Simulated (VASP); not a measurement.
**Te5Mo: single point with PBE**

The system is Te5Mo.

```
Te Mo
1.0
     8.42830    0.00000    0.00000
    -4.21415    7.29912    0.00000
     0.00000    0.00000    3.23761
Te Mo
5 1
Direct
  0.00000 0.25649 0.50000
  0.74351 0.74351 0.50000
  0.25649 0.00000 0.50000
  0.66667 0.33333 0.00000
  0.33333 0.66667 0.00000
  0.00000 0.00000 0.00000
```

The cell was built from a structure type or drawn by symmetry, and may not be a known phase.

* Program: VASP 6.6.1
* Task: single point
* Functional: PBE
* Potentials or basis: VASP PAW PBE potentials, release 64 (Te, Mo_sv)
* Cutoff: 520 eV
* k mesh: 3 × 3 × 6
* Occupations: gaussian, width 0.1 eV
* Spin: no spin polarisation
* Dipole correction: no
* Further INCAR settings: ALGO = Normal; EDIFF = 1e-06; NBANDS = 31

```json
{
 "Pressure": "-0.1 GPa",
 "Band gap on the k mesh": "zero (bands 22 and 23 overlap by 1.33 eV)"
}
```

Levels at points of the mesh, in eV from the Fermi level:
```
           k point  band 18  band 19  band 20  band 21  band 22  band 23  band 24  band 25
(0.00, 0.00, 0.00)    -1.25    -1.06    -1.06     0.13     0.13     1.44     1.61     1.61
(0.00, 0.00, 0.50)    -0.99    -0.99    -0.93    -0.93    -0.64    -0.64     0.60     0.67
```

Wall time 82 s on 1 thread of Intel(R) Xeon(R) 6975P-C (Granite Rapids) (shared host), peak memory 0.32 GiB.

Caveat: spin-orbit coupling is left out, which moves the levels of the heavy elements.
